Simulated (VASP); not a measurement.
# ZrSi2 in VASP: single point with PBE

Aim: the single point of ZrSi2 with PBE.

All numbers are computed with VASP 6.6.1; they aren't measurements. Logs are shortened: lines on timing, memory, paths and dates and some standing lists are left out, and cuts for length are marked.

## 1. The cell of the first run

The cell holds a slab with vacuum, 12 atoms: a = 3.679 Å, b = 3.705 Å, c = 27.653 Å, α = 90.00°, β = 90.00°, γ = 90.00°.

## 2. Single point, PBE

INCAR

```
SYSTEM = ZrSi2
PREC = Accurate ; ENCUT = 520
EDIFF = 1E-7 ; ISMEAR = 0
SIGMA = 0.1 ; LREAL = .FALSE.
LASPH = .TRUE. ; NELM = 100
ALGO = Normal ; ISIF = 2
LWAVE = .FALSE. ; LCHARG = .FALSE.
LDIPOL = .TRUE. ; IDIPOL = 3
DIPOL = 0.5 0.5 0.494 ; GGA = PE
NBANDS = 52
```

KPOINTS

```
regular mesh
0
G
  9 9 1
  0 0 0
```

POSCAR

```
ZrSi2
1.0
    3.6790720094      0.0000000000      0.0000000000
    0.0000000000      3.7051806658      0.0000000000
    0.0000000000      0.0000000000     27.6533120996
Si Zr
8 4
Direct
    0.2500000000      0.5000000000      0.2703761123
    0.7500000000      0.0000000000      0.2695131849
    0.2500000000      0.0000000000      0.3740801180
    0.7500000000      0.0000000000      0.4328567957
    0.2500000000      0.0000000000      0.5391111641
    0.7500000000      0.5000000000      0.5387599159
    0.2500000000      0.5000000000      0.6469746993
    0.7500000000      0.5000000000      0.7080513683
    0.7500000000      0.5000000000      0.3511024804
    0.2500000000      0.5000000000      0.4609705228
    0.7500000000      0.0000000000      0.6158977546
    0.2500000000      0.0000000000      0.7227185358
```

Potentials or basis: VASP PAW PBE potentials, release 64 (Si, Zr_sv).

On the command line:

```
$ cat potpaw_PBE.64/Si/POTCAR potpaw_PBE.64/Zr_sv/POTCAR > POTCAR
$ mpirun -np 1 vasp_std > vasp.out
```

OUTCAR:

```text
SYSTEM = ZrSi2
   PREC = Accurate
   ENCUT = 520
   EDIFF = 1E-7
   ISMEAR = 0
   LREAL = .FALSE.
   LASPH = .TRUE.
   NELM = 100
   ISIF = 2
   GGA = PE

 ion  position               nearest neighbor table
   1  0.250  0.500  0.270-   2 2.61   2 2.61   2 2.61   2 2.61   9 2.89   9 2.89
   2  0.750  0.000  0.270-   1 2.61   1 2.61   1 2.61   1 2.61   9 2.92   9 2.92
   3  0.250  0.000  0.374-   4 2.45   4 2.45   9 2.69   9 2.69   9 2.69   9 2.69  10 3.03  10 3.03

   4  0.750  0.000  0.433-   3 2.45   3 2.45  10 2.72  10 2.72  10 2.72  10 2.72   9 2.92   9 2.92

   5  0.250  0.000  0.539-   6 2.61   6 2.61   6 2.61   6 2.61  11 2.81  11 2.81  10 2.85  10 2.85
[... 7 lines left out ...]
   9  0.750  0.500  0.351-   3 2.69   3 2.69   3 2.69   3 2.69   1 2.89   1 2.89   2 2.92   2 2.92
                             4 2.92   4 2.92  10 3.55  10 3.55
  10  0.250  0.500  0.461-   4 2.72   4 2.72   4 2.72   4 2.72   6 2.83   6 2.83   5 2.85   5 2.85
                             3 3.03   3 3.03   9 3.55   9 3.55
  11  0.750  0.000  0.616-   7 2.75   7 2.75   7 2.75   7 2.75   5 2.81   5 2.81   6 2.83   6 2.83
                             8 3.15   8 3.15  12 3.48  12 3.48
  12  0.250  0.000  0.723-   8 2.64   8 2.64   8 2.64   8 2.64   7 2.80   7 2.80  11 3.48  11 3.48

  LATTYP: Found a simple orthorhombic cell.
 ALAT       =     3.6790720094
 B/A-ratio  =     1.0070965331
 C/A-ratio  =     7.5163823999

  Lattice vectors:

 A1 = (   3.6790720094,   0.0000000000,   0.0000000000)
 A2 = (   0.0000000000,   3.7051806658,   0.0000000000)
 A3 = (   0.0000000000,   0.0000000000,  27.6533120996)

Analysis of symmetry for initial positions (statically):
=====================================================================
 Subroutine PRICEL returns:
 Original cell was already a primitive cell.

 Routine SETGRP: Setting up the symmetry group for a
 simple orthorhombic supercell.

 Subroutine GETGRP returns: Found  4 space group operations
 (whereof  2 operations were pure point group operations)
 out of a pool of  8 trial point group operations.

The static configuration has the point symmetry C_1h.
 The point group associated with its full space group is C_2v.

Analysis of symmetry for dynamics (positions and initial velocities):
=====================================================================
 Subroutine PRICEL returns:
 Original cell was already a primitive cell.

 Routine SETGRP: Setting up the symmetry group for a
 simple orthorhombic supercell.

 Subroutine GETGRP returns: Found  4 space group operations
 (whereof  2 operations were pure point group operations)
 out of a pool of  8 trial point group operations.

The dynamic configuration has the point symmetry C_1h.
 The point group associated with its full space group is C_2v.
[... 141 lines left out ...]
  Thomas-Fermi vector in A             =   2.107126
   LORBIT       =      0    0 simple, 1 ext, 2 COOP (PROOUT), +10 PAW based schemes
   GGA     = PE    functional components
   LHFCALC =     F    Hartree Fock is set to
   AEXX    =    0.0000 exact exchange contribution
   IVDW    =     0    specifies the selected vdW correction
   LEPSILON=     F    determine dielectric tensor
   LRPA    =     F    only Hartree local field effects (RPA)
 non-spin polarized calculation
 Gauss-broadening in eV      SIGMA  =   0.10
  energy-cutoff  :      520.00
  volume of cell :      376.96
 maximum number of plane-waves:     10194
 NGX is ok and might be reduce to    28
   NGX = 13   NGY = 13   NGZ =103

 dipolmoment           0.000000      0.000000      0.003733 electrons x Angstroem

 number of electron      80.0000000 magnetization

 dipolmoment           0.000000      0.000000     -0.143892 electrons x Angstroem

 Free energy of the ion-electron system (eV)
  ---------------------------------------------------
  ext. energy  EPLUGINS =         0.00000000
  ---------------------------------------------------
  free energy    TOTEN  =       -82.03454043 eV

  energy without entropy =      -81.99634846  energy(sigma->0) =      -82.01544444

 E-fermi :   3.2192     XC(G=0):  -6.7029

 val. band max:        3.2184324864   @ k =   0.4444   0.0000   0.0000
 cond. band min:       3.2264143378   @ k =   0.4444   0.4444   0.0000
 fundamental gap:      0.0079818514
 Fermi energy:         3.2191596660

 k-point     1 :       0.0000    0.0000    0.0000
  band No.  band energies     occupation
      1     -45.6812      2.00000
      2     -45.3436      2.00000
      3     -45.3123      2.00000
      4     -45.2873      2.00000
      5     -23.9432      2.00000
      6     -23.6751      2.00000
[... 1309 lines left out ...]
     51       6.7190      0.00000
     52       6.7801      0.00000

 [... further k-points ...]

------------------------ aborting loop because EDIFF is reached ----------------------------------------

 vacuum level on the upper side and lower side of the slab       (xc-potential included)        -1.113         0.808

  FORCE on cell =-STRESS in cart. coord.  units (eV):
  Direction    XX          YY          ZZ          XY          YZ          ZX
  --------------------------------------------------------------------------------------
  -------------------------------------------------------------------------------------
  Total       -2.1464992     -1.2850078      0.0607920      0.0000000      0.0000000      0.0000000
  in kB       -9.1231848     -5.4616203      0.2583822      0.0000000      0.0000000      0.0000000
  external PRESSURE =      -4.7754743 kB  Pullay stress =       0.0000000 kB

 VOLUME and BASIS-vectors are now :
 -----------------------------------------------------------------------------
  energy-cutoff  :      520.00
  volume of cell :      376.96
      direct lattice vectors                 reciprocal lattice vectors
     3.679072009  0.000000000  0.000000000     0.271807673  0.000000000  0.000000000
     0.000000000  3.705180666  0.000000000     0.000000000  0.269892372  0.000000000
     0.000000000  0.000000000 27.653312100     0.000000000  0.000000000  0.036162034

 POSITION                                       TOTAL-FORCE (eV/Angst)
 -----------------------------------------------------------------------------------
      0.91977      1.85259      7.47680         0.000000      0.000000     -0.005056
      2.75930      0.00000      7.45293         0.000000      0.000000     -0.003366
      0.91977      0.00000     10.34455         0.000000      0.000000      0.010041
      2.75930      0.00000     11.96992         0.000000      0.000000     -0.005113
      0.91977      0.00000     14.90821         0.000000      0.000000      0.003292
      2.75930      1.85259     14.89850         0.000000      0.000000     -0.002428
      0.91977      1.85259     17.89099         0.000000      0.000000      0.007839
      2.75930      1.85259     19.57997         0.000000      0.000000     -0.002961
      2.75930      1.85259      9.70915         0.000000      0.000000     -0.004446
      0.91977      1.85259     12.74736         0.000000      0.000000     -0.006975
      2.75930      0.00000     17.03161         0.000000      0.000000      0.002685
      0.91977      0.00000     19.98556         0.000000      0.000000      0.006487
 -----------------------------------------------------------------------------------
    total drift:                                0.000000      0.000000      0.000096

  FREE ENERGIE OF THE ION-ELECTRON SYSTEM (eV)
  ---------------------------------------------------
  free  energy   TOTEN  =       -82.0345404315 eV

  energy  without entropy=      -81.9963484576  energy(sigma->0) =      -82.01544444

 vacuum level on the upper side and lower side of the slab         6.397         8.355
```

stdout:

```text
POSCAR found type information on POSCAR SiZr
 POSCAR found :  2 types and      12 ions
 scaLAPACK will be used
 LDA part: xc-table for (Slater+PW92), standard interpolation
 POSCAR, INCAR and KPOINTS ok, starting setup
 FFT: planning ... GRIDC
 FFT: planning ... GRID_SOFT
 FFT: planning ... GRID
 WAVECAR not read
 entering main loop
```

Wall time 20 min (1 thread of Intel Xeon Platinum 8259CL at 2.50GHz (Skylake/Cascade Lake), shared host); peak memory 0.61 GiB.

What came out:

- Free energy: -82.0345 eV
- Largest force: 0.010 eV/Å
- Band gap on the k mesh: zero (bands 40 and 41 overlap by 0.93 eV)

Forces on the atoms (eV/Å):
```
Si   0.000  0.000 -0.005
Si   0.000  0.000 -0.003
Si   0.000  0.000  0.010
Si   0.000  0.000 -0.005
Si   0.000  0.000  0.003
Si   0.000  0.000 -0.002
Si   0.000  0.000  0.008
Si   0.000  0.000 -0.003
Zr   0.000  0.000 -0.004
Zr   0.000  0.000 -0.007
Zr   0.000  0.000  0.003
Zr   0.000  0.000  0.006
```

Levels at points of the mesh, in eV from the Fermi level:
| k point | band 37 | band 38 | band 39 | band 40 | band 41 | band 42 | band 43 | band 44 |
| --- | --- | --- | --- | --- | --- | --- | --- | --- |
| (0.00, 0.00, 0.00) | -1.43 | -1.24 | -0.32 | -0.05 | 0.67 | 0.97 | 1.26 | 1.67 |
